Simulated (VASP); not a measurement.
Set up this calculation in VASP 6.6.1, as the native input.

* Task: single point
* Functional: PBEsol
* Potentials or basis: VASP PAW PBE potentials, release 64 (B, As)
* Cutoff: 520 eV
* k mesh: 6 × 6 × 6
* Occupations: gaussian, width 0.02 eV
* Spin: no spin polarisation
* Dipole correction: no
* Further INCAR settings: ALGO = Normal; EDIFF = 1e-06; NBANDS = 36

The structure of B6As lies in POSCAR:

```
B6As
1.0
    3.0614183662      1.7675107178      3.9479069099
   -3.0614183662      1.7675107178      3.9479069099
    0.0000000000     -3.5350214356      3.9479069100
B As
12 2
Direct
    0.0156621737      0.0156621737      0.3246875852
    0.0156621737      0.3246875852      0.0156621737
    0.8217888283      0.2725960801      0.8217888283
    0.8217888283      0.8217888283      0.2725960801
    0.2725960801      0.8217888283      0.8217888283
    0.7274039199      0.1782111717      0.1782111717
    0.1782111717      0.7274039199      0.1782111717
    0.1782111717      0.1782111717      0.7274039199
    0.9843378263      0.6753124148      0.9843378263
    0.9843378263      0.9843378263      0.6753124148
    0.6753124148      0.9843378263      0.9843378263
    0.3246875852      0.0156621737      0.0156621737
    0.6008011059      0.6008011059      0.6008011059
    0.3991988941      0.3991988941      0.3991988941
```

One way to write it, as run:

INCAR

```
SYSTEM = B6As
ALGO     = Normal         ! electronic algorithm
EDIFF    = 1E-6           ! SCF threshold, eV
ENCUT    = 520            ! plane-wave cutoff, eV
GGA      = PS             ! functional
ISIF     = 2              ! what is computed and relaxed
ISMEAR   = 0              ! smearing method
LASPH    = .TRUE.         ! aspherical terms in the spheres
LCHARG   = .FALSE.        ! write CHGCAR
LREAL    = .FALSE.        ! projectors in reciprocal space
LWAVE    = .FALSE.        ! write WAVECAR
NBANDS   = 36             ! bands
NELM     = 100            ! most SCF steps
PREC     = Accurate       ! precision mode
SIGMA    = 0.02           ! smearing width, eV
```

KPOINTS

```
k-points
0
G
  6 6 6
  0 0 0
```

Potentials or basis: VASP PAW PBE potentials, release 64 (B, As).

Run with:

```console
$ cat potpaw_PBE.64/B/POTCAR potpaw_PBE.64/As/POTCAR > POTCAR
$ mpirun -np 1 vasp_std > vasp.out
```

It gave:

```
Pressure               : 0.6 GPa
Largest force          : 0.035 eV/Å
Band gap on the k mesh : 2.62 eV, indirect (least direct gap 2.66 eV)
```

Caveat: the PAW data sets were made with another functional, which shifts forces and pressure a little.

It used 230 s of CPU time on 1 thread of AMD EPYC 7R13 Processor (Zen 3) (shared host).
